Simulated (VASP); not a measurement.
Crystal: GaN.

```
Ga N
1.0
     0.03266    2.24787    2.24787
     2.24787    0.03266    2.24787
     2.24787    2.24787    0.03266
Ga N
1 1
Direct
  0.00114 0.00114 0.00114
  0.24886 0.24886 0.24886
```

This cell differs from its parent crystal: epitaxial 111 strain -1.5%.

Base run:

- Program: VASP 6.6.1
- Functional: r2SCAN
- Potentials or basis: VASP PAW PBE potentials, release 64 (Ga_d, N)
- Cutoff: 520 eV
- k mesh: 10 × 10 × 10
- Occupations: gaussian, width 0.01 eV
- Spin: no spin polarisation

Its results: band gap on the k mesh 2.25 eV, direct; pressure 6.1 GPa.

The run is repeated on the same cell with these changes: functional from r2SCAN to PBE; k mesh from 10 × 10 × 10 to 6 × 6 × 6. What comes out?

Band gap on the k mesh 1.85 eV, direct; pressure 11.1 GPa.

Several settings changed at once, so the effect can't be laid on one alone.

Caveats: the PAW data sets were made with another functional, which shifts forces and pressure a little (some runs).

